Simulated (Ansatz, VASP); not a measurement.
Two plane-wave programs on Cs

POSCAR

```
Cs
1.0
   -3.1348857123      3.1348857123      3.1348857123
    3.1348857123     -3.1348857123      3.1348857123
    3.1348857123      3.1348857123     -3.1348857123
Cs
1
Direct
    0.0000000000      0.0000000000      0.0000000000
```

The input INCAR.step1:

```
SYSTEM = Cs
PREC     = Accurate       ! precision mode
ENCUT    = 520            ! plane-wave cutoff, eV
ISMEAR   = -1             ! smearing method
SIGMA    = 0.1            ! smearing width, eV
LREAL    = .FALSE.        ! projectors in reciprocal space
LASPH    = .TRUE.         ! aspherical terms in the spheres
NELM     = 60             ! most SCF steps
NBANDS   = 10             ! bands
GGA      = PE             ! functional
ALGO     = Normal         ! electronic algorithm
EDIFF    = 1E-4           ! SCF threshold, eV
LWAVE    = .TRUE.         ! write WAVECAR
LCHARG   = .FALSE.        ! write CHGCAR
```

File INCAR.step2:

```
SYSTEM = Cs
PREC     = Accurate       ! precision mode
ENCUT    = 520            ! plane-wave cutoff, eV
EDIFF    = 1E-6           ! SCF threshold, eV
ISMEAR   = -1             ! smearing method
SIGMA    = 0.1            ! smearing width, eV
LREAL    = .FALSE.        ! projectors in reciprocal space
LASPH    = .TRUE.         ! aspherical terms in the spheres
NELM     = 60             ! most SCF steps
ALGO     = Normal         ! electronic algorithm
ISIF     = 2              ! what is computed and relaxed
LWAVE    = .FALSE.        ! write WAVECAR
LCHARG   = .FALSE.        ! write CHGCAR
METAGGA  = R2SCAN         ! meta-GGA
LMIXTAU  = .TRUE.       
NBANDS   = 10             ! bands
ISTART   = 1
```

Contents of KPOINTS:

```
Automatic mesh
0
G
  2 2 2
  0 0 0
```

Input for Ansatz:

```yaml
crystal:
  lattice:
    - [-3.1348857123, 3.1348857123, 3.1348857123]
    - [3.1348857123, -3.1348857123, 3.1348857123]
    - [3.1348857123, 3.1348857123, -3.1348857123]
  atoms:
    - { symbol: Cs, position: [0.0, 0.0, 0.0] }
hamiltonian:
  xc: r2scan
  pseudopotentials:
    kind: paw
    azcp:
      Cs: "pseudopotentials/Cs.paw.azcp"
basis:
  ecutwfc: 500
  fft_grid_basis: typed
kpoints:
  mp_grid: { grid: [2, 2, 2], shift: [0, 0, 0] }
magnetization:
  spin_polarized: false
scf:
  occupations: { method: fermi_dirac, width: 0.1 }
  lower_state_search: "off"
output:
  stress: true
  write_density: true
  write_potential: true
  elf: true
  volumetric_format: npy
```

Alike in both runs: task single point; functional r2SCAN; k mesh 2 × 2 × 2; occupations fermi-dirac, width 0.1 eV; no spin polarisation.

```csv
,VASP,Ansatz
version,VASP 6.6.1,Ansatz 0.2.0
potentials or method,"VASP PAW PBE potentials, release 64 (Cs_sv), cutoff 520 eV","plane waves (500 eV) with PAW, scalar-relativistic"
valence electrons in the cell,9,9
```

|  | VASP | Ansatz | Ansatz less VASP |
| --- | --- | --- | --- |
| pressure (GPa) | -0.5 | -0.5 | 0.00 |

VASP's potentials were made for PBE, not for r2SCAN.

The k mesh is coarse, so the values compare programs but aren't converged. Neither program's run includes spin-orbit coupling.
